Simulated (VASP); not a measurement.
## Ti: single point with r2SCAN

The system is Ti.

```
Ti
1.0
     0.00000    2.06340    2.06340
     2.06340    0.00000    2.06340
     2.06340    2.06340    0.00000
Ti
1
Direct
  0.00000 0.00000 0.00000
```

* Program: VASP 6.6.1
* Task: single point
* Functional: r2SCAN
* Potentials or basis: VASP PAW PBE potentials, release 64 (Ti_sv)
* Cutoff: 520 eV
* k mesh: 14 × 14 × 14
* Occupations: fermi-dirac, width 0.1 eV
* Spin: no spin polarisation

- Pressure: -0.7 GPa
- Band gap on the k mesh: zero (band 6 reaches 9.10 eV, above the bottom of band 7 at 7.76 eV)

Levels at points of the mesh, in eV from the Fermi level:
```tsv
k point	band 2	band 3	band 4	band 5	band 6	band 7	band 8	band 9	band 10	band 11
(0.00, 0.00, 0.00)	-33.88	-33.88	-33.88	-6.45	0.99	0.99	0.99	2.77	2.77	15.72
(0.50, 0.00, 0.00)	-34.56	-33.97	-33.97	-2.68	0.42	0.92	0.92	3.78	3.78	8.46
(0.50, 0.50, 0.00)	-34.51	-34.12	-34.12	-2.61	-1.74	2.75	3.84	4.01	4.01	10.88
```

Run time: 110 s on 1 thread of Intel(R) Xeon(R) Platinum 8259CL CPU @ 2.50GHz (Skylake/Cascade Lake), on a shared host, peak memory 0.15 GiB.

Caveat: the PAW data sets were made with another functional, which shifts forces and pressure a little.
